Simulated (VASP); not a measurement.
Input of a VASP 6.6.1 run:

The input INCAR:

```
SYSTEM = Zr2N
PREC = Accurate ; ENCUT = 520
EDIFF = 1E-6 ; ISMEAR = 0
SIGMA = 0.1 ; LREAL = .FALSE.
LASPH = .TRUE. ; NELM = 60
ALGO = Normal ; ISIF = 2
LWAVE = .FALSE. ; LCHARG = .TRUE.
GGA = PS ; LELF = .TRUE.
LVHAR = .TRUE. ; NBANDS = 38
```

KPOINTS

```
regular mesh
0
G
  8 8 12
  0 0 0
```

POSCAR

```
Zr2N
1.0
    5.3680254063      0.0000000000      0.0000000000
    0.0000000000      5.3680254063      0.0000000000
    0.0000000000      0.0000000000      3.2748607881
Zr N
4 2
Direct
    0.2961319665      0.2961319665      0.0000000000
    0.7038680335      0.7038680335      0.0000000000
    0.7961319665      0.2038680335      0.5000000000
    0.2038680335      0.7961319665      0.5000000000
    0.0000000000      0.0000000000      0.0000000000
    0.5000000000      0.5000000000      0.5000000000
```

Potentials or basis: VASP PAW PBE potentials, release 64 (Zr_sv, N).

Launch:

```bash
$ cat potpaw_PBE.64/Zr_sv/POTCAR potpaw_PBE.64/N/POTCAR > POTCAR
$ mpirun -np 1 vasp_std > vasp.out
```

Problem. Estimate the band gap on the k mesh.

Solution. Zero (bands 29 and 30 overlap by 2.59 eV).

Problem. What does it give for the pressure?

Solution. 0.2 GPa.

Forces in eV/Å, atoms in the order of the input:
```
Zr   0.001  0.001  0.000
Zr  -0.001 -0.001  0.000
Zr   0.001 -0.001  0.000
Zr  -0.001  0.001  0.000
N    0.000  0.000  0.000
N    0.000  0.000  0.000
```

Caveat: the PAW data sets were made with another functional, which shifts forces and pressure a little.
